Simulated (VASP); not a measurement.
# KNb (F-43m) in VASP: notebook

KNb is run at these levels: PBE; tasks: single point, relaxation of cell and atoms.

Program: VASP 6.6.1. These are calculated values, not measurements. Logs are shortened: lines on timing, memory, paths and dates and some standing lists are left out, and cuts for length are marked.

### Step 1. The cell of the first run

The structure is cubic, space group F-43m (No. 216). The conventional cell has a = 6.167 Å, b = 6.167 Å, c = 6.167 Å, α = 90.00°, β = 90.00°, γ = 90.00°. K (site symmetry -43m) has 4 Nb at 2.67 Å within 3.5 Å. Nb (site symmetry -43m) has 4 K at 2.67 Å within 3.5 Å.

### Step 2. Single point, PBE

Input file INCAR:

```
PREC = Accurate ; ENCUT = 520
EDIFF = 1E-6 ; ISMEAR = 0
SIGMA = 0.1 ; LREAL = F
LASPH = T ; NELM = 100
ALGO = Normal ; ISIF = 2
LWAVE = F ; LCHARG = F
GGA = PE ; NBANDS = 18
```

Input file KPOINTS:

```
Automatic mesh
0
Gamma
  6 6 6
```

Input file POSCAR:

```
KNb
1.0
    0.0000000000      3.0837490595      3.0837490595
    3.0837490595      0.0000000000      3.0837490595
    3.0837490595      3.0837490595      0.0000000000
K Nb
1 1
Direct
    0.0000000000      0.0000000000      0.0000000000
    0.7500000000      0.7500000000      0.7500000000
```

Potentials or basis: VASP PAW PBE potentials, release 64 (K_sv, Nb_sv).

The run is started by

```console
> cat potpaw_PBE.64/K_sv/POTCAR potpaw_PBE.64/Nb_sv/POTCAR > POTCAR
> mpirun -np 1 vasp_std > vasp.out
```

OUTCAR:

```text
PREC = Accurate
   ENCUT = 520
   EDIFF = 1E-6
   ISMEAR = 0
   LREAL = F
   LASPH = T
   NELM = 100
   ISIF = 2
   GGA = PE

 ion  position               nearest neighbor table
   1  0.000  0.000  0.000-   2 2.67   2 2.67   2 2.67   2 2.67
   2  0.750  0.750  0.750-   1 2.67   1 2.67   1 2.67   1 2.67

  LATTYP: Found a face centered cubic cell.
 ALAT       =     6.1674981190

  Lattice vectors:

 A1 = (   0.0000000000,   3.0837490595,   3.0837490595)
 A2 = (   3.0837490595,   0.0000000000,   3.0837490595)
 A3 = (   3.0837490595,   3.0837490595,   0.0000000000)

Analysis of symmetry for initial positions (statically):
=====================================================================
 Subroutine PRICEL returns:
 Original cell was already a primitive cell.

 Routine SETGRP: Setting up the symmetry group for a
 face centered cubic supercell.

 Subroutine GETGRP returns: Found 24 space group operations
 (whereof 24 operations were pure point group operations)
 out of a pool of 48 trial point group operations.

The static configuration has the point symmetry T_d .

Analysis of symmetry for dynamics (positions and initial velocities):
=====================================================================
 Subroutine PRICEL returns:
 Original cell was already a primitive cell.

 Routine SETGRP: Setting up the symmetry group for a
 face centered cubic supercell.

 Subroutine GETGRP returns: Found 24 space group operations
 (whereof 24 operations were pure point group operations)
 out of a pool of 48 trial point group operations.

The dynamic configuration has the point symmetry T_d .

 Subroutine INISYM returns: Found 24 space group operations
 (whereof 24 operations are pure point group operations),
 and found     1 'primitive' translations

----------------------------------------------------------------------------------------

                                     Primitive cell

  volume of cell :      58.6499

  direct lattice vectors                    reciprocal lattice vectors
     0.000000000  3.083749060  3.083749060    -0.162140301  0.162140301  0.162140301
     3.083749060  0.000000000  3.083749060     0.162140301 -0.162140301  0.162140301
     3.083749060  3.083749060  0.000000000     0.162140301  0.162140301 -0.162140301

  length of vectors
     4.361079743  4.361079743  4.361079743     0.280835239  0.280835239  0.280835239

  position of ions in fractional coordinates (direct lattice)
     0.000000000  0.000000000  0.000000000
[... 67 lines left out ...]
   ENCUT  =  520.0 eV  38.22 Ry    6.18 a.u.   8.11  8.11  8.11*2*pi/ulx,y,z
   NELM   =    100;   NELMIN=  2; NELMDL= -5     # of ELM steps
   EDIFF  = 0.1E-05   stopping-criterion for ELM
   LREAL  =      F    real-space projection
   EDIFFG = 0.1E-04   stopping-criterion for IOM
   NSW    =      0    number of steps for IOM
   IBRION =     -1    ionic relax: 0-MD 1-quasi-New 2-CG
   NFREE  =      0    steps in history (QN), initial steepest desc. (CG)
   ISIF   =      2    stress and relaxation
   ISYM   =      2    0-nonsym 1-usesym 2-fastsym
   POTIM  = 0.5000    time-step for ionic-motion
   TEBEG  =    0.0;   TEEND  =   0.0 temperature during run
   PSTRESS=    0.0 pullay stress
   NELECT =      22.0000    total number of electrons
   NUPDOWN=      -1.0000    fix difference up-down
   EMIN   =  10.00;   EMAX   =-10.00  energy-range for DOS
   EFERMI =   0.00;   METHOD = LEGACY
   ISMEAR =     0;   SIGMA  =   0.10  broadening in eV -4-tet -1-fermi 0-gaus
   EFERMI_NEDOS =   21; number of points for ismear=-14 and -15
   IALGO  =     38    algorithm
   IMIX   =      4    mixing-type and parameters
     AMIX     =   0.40;   BMIX     =  1.00
     AMIX_MAG =   1.60;   BMIX_MAG =  1.00
  volume/ion in A,a.u.               =      29.32       197.89
  Fermi-wavevector in a.u.,A,eV,Ry     =   1.180665  2.231133 18.966112  1.393970
  Thomas-Fermi vector in A             =   2.316953
   LORBIT       =      0    0 simple, 1 ext, 2 COOP (PROOUT), +10 PAW based schemes
   GGA     = PE    functional components
   LHFCALC =     F    Hartree Fock is set to
   AEXX    =    0.0000 exact exchange contribution
   IVDW    =     0    specifies the selected vdW correction
   LEPSILON=     F    determine dielectric tensor
   LRPA    =     F    only Hartree local field effects (RPA)
 non-spin polarized calculation
 Gauss-broadening in eV      SIGMA  =   0.10
  energy-cutoff  :      520.00
  volume of cell :       58.65
 maximum number of plane-waves:      1596
   NGX = 17   NGY = 17   NGZ = 17

 number of electron      22.0000001 magnetization

 Free energy of the ion-electron system (eV)
  ---------------------------------------------------
  ext. energy  EPLUGINS =         0.00000000
  ---------------------------------------------------
  free energy    TOTEN  =        -3.62173485 eV

  energy without entropy =       -3.59383713  energy(sigma->0) =       -3.60778599

 E-fermi :   3.8647     XC(G=0):  -9.1479

 val. band max:        3.7934229073   @ k =  -0.3333   0.1667   0.0000
 cond. band min:       3.8861758085   @ k =   0.5000   0.0000   0.0000
 fundamental gap:      0.0927529012
 Fermi energy:         3.8646683470

 k-point     1 :       0.0000    0.0000    0.0000
  band No.  band energies     occupation
      1     -51.4546      2.00000
      2     -27.6028      2.00000
      3     -27.6028      2.00000
      4     -27.6028      2.00000
      5     -27.5791      2.00000
      6     -11.2354      2.00000
[... 313 lines left out ...]
      5     -27.0066      2.00000
      6     -11.3196      2.00000
[... 10 lines left out ...]
     17       8.4463      0.00000
     18      10.7270      0.00000

------------------------ aborting loop because EDIFF is reached ----------------------------------------

  FORCE on cell =-STRESS in cart. coord.  units (eV):
  Direction    XX          YY          ZZ          XY          YZ          ZX
  --------------------------------------------------------------------------------------
  -------------------------------------------------------------------------------------
  Total        0.2138967      0.2138967      0.2138967      0.0000000      0.0000000     -0.0000000
  in kB        5.8431574      5.8431574      5.8431574      0.0000000      0.0000000     -0.0000000
  external PRESSURE =       5.8431574 kB  Pullay stress =       0.0000000 kB

 VOLUME and BASIS-vectors are now :
 -----------------------------------------------------------------------------
  energy-cutoff  :      520.00
  volume of cell :       58.65
      direct lattice vectors                 reciprocal lattice vectors
     0.000000000  3.083749060  3.083749060    -0.162140301  0.162140301  0.162140301
     3.083749060  0.000000000  3.083749060     0.162140301 -0.162140301  0.162140301
     3.083749060  3.083749060  0.000000000     0.162140301  0.162140301 -0.162140301

 POSITION                                       TOTAL-FORCE (eV/Angst)
 -----------------------------------------------------------------------------------
      0.00000      0.00000      0.00000         0.000000      0.000000      0.000000
      4.62562      4.62562      4.62562        -0.000000     -0.000000     -0.000000
 -----------------------------------------------------------------------------------
    total drift:                               -0.000000     -0.000000     -0.000000

  FREE ENERGIE OF THE ION-ELECTRON SYSTEM (eV)
  ---------------------------------------------------
  free  energy   TOTEN  =        -3.6217348521 eV

  energy  without entropy=       -3.5938371291  energy(sigma->0) =       -3.60778599
```

It took 15 s on 1 thread of Intel Xeon Platinum 8375C at 2.90GHz (Ice Lake), shared host; peak memory 0.17 GiB.

What came out:

```
Free energy            : -3.6217 eV
Pressure               : 0.6 GPa
Band gap on the k mesh : zero (bands 11 and 12 overlap by 0.39 eV)
```

### Step 3. Single point, PBE

This run uses another cell than the first one, of 31.10 Å³/atom.

Input file INCAR:

```
PREC = Accurate
ENCUT = 520
EDIFF = 1E-7
ISMEAR = 0
SIGMA = 0.1
LREAL = F
LASPH = T
NELM = 80
ALGO = Fast
ISIF = 2
LWAVE = F
LCHARG = T
GGA = PE
LELF = T
LVHAR = T
NBANDS = 18
```

Input file KPOINTS:

```
regular mesh
0
Gamma
  16 16 16
```

Input file POSCAR:

```
KNb
1.0
    0.0000000000      3.1446315011      3.1446315011
    3.1446315011      0.0000000000      3.1446315011
    3.1446315011      3.1446315011      0.0000000000
K Nb
1 1
Direct
    0.0000000000      0.0000000000      0.0000000000
    0.7500000000      0.7500000000      0.7500000000
```

Potentials or basis: VASP PAW PBE potentials, release 64 (K_sv, Nb_sv).

The run is started by

```console
> cat potpaw_PBE.64/K_sv/POTCAR potpaw_PBE.64/Nb_sv/POTCAR > POTCAR
> mpirun -np 1 vasp_std > vasp.out
```

Wall time 9.2 min (1 thread of Intel Xeon Platinum 8375C at 2.90GHz (Ice Lake), shared host); peak memory 0.32 GiB.

It converged, with:

```
Free energy            : -3.6311 eV
Pressure               : 0.2 GPa
Band gap on the k mesh : zero (bands 11 and 12 overlap by 0.45 eV)
```

Levels at points of the mesh, in eV from the Fermi level:
```tsv
k point	band 8	band 9	band 10	band 11	band 12	band 13	band 14	band 15
(0.00, 0.00, 0.00)	-14.97	-3.13	-0.36	-0.36	0.28	0.28	0.28	4.41
(0.50, 0.00, 0.00)	-14.95	-1.08	-0.36	-0.36	0.04	0.28	0.28	1.46
(0.50, 0.50, 0.00)	-14.94	-1.23	-1.17	0.35	0.35	0.45	1.54	1.58
```

### Step 4. Relaxation of cell and atoms, PBE

This run uses another cell than the first one, of 31.10 Å³/atom.

Input file INCAR:

```
PREC = Accurate
ENCUT = 600
EDIFF = 1E-6
ISMEAR = 0
SIGMA = 0.1
LREAL = False
LASPH = True
NELM = 100
ALGO = Fast
ISIF = 3
LWAVE = False
LCHARG = False
GGA = PE
IBRION = 2
NSW = 100
EDIFFG = -0.01
```

Input file KPOINTS:

```
Automatic mesh
0
Gamma
  16 16 16
```

POSCAR is that of step 3.

The run is started by

```console
> cat potpaw_PBE.64/K_sv/POTCAR potpaw_PBE.64/Nb_sv/POTCAR > POTCAR
> mpirun -np 1 vasp_std > vasp.out
```

Run time: 18 min. Hardware: 1 thread of Intel Xeon Platinum 8375C at 2.90GHz (Ice Lake), shared host; peak memory 0.35 GiB.

The run converged. Its results:

| Item | Value |
| --- | --- |
| Free energy | -3.6333 eV |
| Relaxed volume | 32.70 Å³/atom |
| Relaxed cell | a = 4.522 Å, b = 4.522 Å, c = 4.522 Å, α = 60.00°, β = 60.00°, γ = 60.00° |
| Space group after relaxing (to 0.1 Å) | F-43m (No. 216) |
| Energy gained by relaxing | 1.3 meV/atom |
| Ionic steps | 4 |
| Pressure after relaxing | 0.0 GPa |
| Band gap on the k mesh | zero (bands 11 and 12 overlap by 0.48 eV) |

The path:
| step | energy change (eV) | largest force (eV/Å) | pressure (GPa) | volume (Å³) |
| --- | --- | --- | --- | --- |
| 1 | 0.0000 | 0.0000 | 0.18 | 62.19 |
| 2 | -0.0004 | 0.0000 | 0.18 | 62.51 |
| 3 | -0.0013 | 0.0000 | 0.13 | 63.46 |
| 4 | -0.0025 | 0.0000 | 0.04 | 65.40 |

Final structure:
```
K Nb
1.0
     0.00000    3.19783    3.19783
     3.19783    0.00000    3.19783
     3.19783    3.19783    0.00000
K Nb
1 1
Cartesian
  3.1978 3.1978 6.3957
  4.7967 4.7967 4.7967
```

Levels at points of the mesh, in eV from the Fermi level:
| k point | band 7 | band 8 | band 9 | band 10 | band 11 | band 12 | band 13 | band 14 | band 15 |
| --- | --- | --- | --- | --- | --- | --- | --- | --- | --- |
| (0.00, 0.00, 0.00) | -14.88 | -14.88 | -3.06 | -0.29 | -0.29 | 0.26 | 0.26 | 0.26 | 4.35 |
| (0.50, 0.00, 0.00) | -14.87 | -14.87 | -1.04 | -0.30 | -0.30 | 0.05 | 0.29 | 0.29 | 1.33 |
| (0.50, 0.50, 0.00) | -14.85 | -14.85 | -1.10 | -1.07 | 0.36 | 0.36 | 0.45 | 1.39 | 1.43 |

### Step 5. Summary

| task | cell | k mesh | cutoff (eV) | gap on the mesh (eV) | pressure (GPa) |
| --- | --- | --- | --- | --- | --- |
| single point | a = 4.361 Å, angles 60.0°, 2 atoms | 6 × 6 × 6 | 520 | none | 0.6 |
| single point | a = 4.447 Å, angles 60.0°, 2 atoms | 16 × 16 × 16 | 520 | none | 0.2 |
| relaxation of cell and atoms | relaxed from a = 4.447 Å, angles 60.0°, 2 atoms | 16 × 16 × 16 | 600 | none | 0.0 |

Alike in all rows: level PBE; potentials or basis VASP PAW PBE potentials, release 64 (K_sv, Nb_sv); no spin polarisation; smearing gaussian 0.1 eV.

Absolute energies hang on the potentials; compare differences alone.

The gap in the log of VASP goes by the Fermi energy; the results here count the filled bands.